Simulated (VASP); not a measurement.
Set up this calculation in VASP 6.6.1, as the native input.

```yaml
Task: single point
Functional: PBEsol
Potentials_or_basis: VASP PAW PBE potentials, release 64 (Co)
Cutoff: 520 eV
k_mesh: 18 × 18 × 10
Occupations: gaussian, width 0.1 eV
Spin: collinear spin, ferromagnetic start
Starting_moments: "[1.8, 1.8] μB"
Dipole_correction: no
Further_INCAR_settings: ALGO = Normal; EDIFF = 1e-07; NBANDS = 20
```

The structure of Co lies in POSCAR:

```
Co
1.0
    2.3549253947      0.0000000000      0.0000000000
   -1.1774626973      2.0394252158      0.0000000000
    0.0000000000      0.0000000000      3.8007199287
Co
2
Direct
    0.6666666667      0.3333333333      0.2500000000
    0.3333333333      0.6666666667      0.7500000000
```

The input as run:

INCAR

```
ALGO = Normal
EDIFF = 1E-7
ENCUT = 520
GGA = PS
ISIF = 2
ISMEAR = 0
ISPIN = 2
LASPH = T
LCHARG = F
LMAXMIX = 4
LORBIT = 11
LREAL = F
LWAVE = F
MAGMOM = 1.8 1.8
NBANDS = 20
NELM = 150
PREC = Accurate
SIGMA = 0.1
```

KPOINTS

```
k-points
0
Gamma
  18 18 10
```

Potentials or basis: VASP PAW PBE potentials, release 64 (Co).

Command:

```sh
$ cat potpaw_PBE.64/Co/POTCAR > POTCAR
$ mpirun -np 1 vasp_std > vasp.out
```

Results of the run:

* Pressure: 40.6 GPa
* Net moment: 2.92 μB per cell
* Site moments: Co +1.45 μB
* Valence electrons inside the program's atomic spheres: Co 8.67

Caveat: the cell stands under pressure; the PAW data sets were made with another functional, which shifts forces and pressure a little.

It took 81 s on 1 thread of Intel Xeon 6975P-C (shared host), peak memory 0.23 GiB.
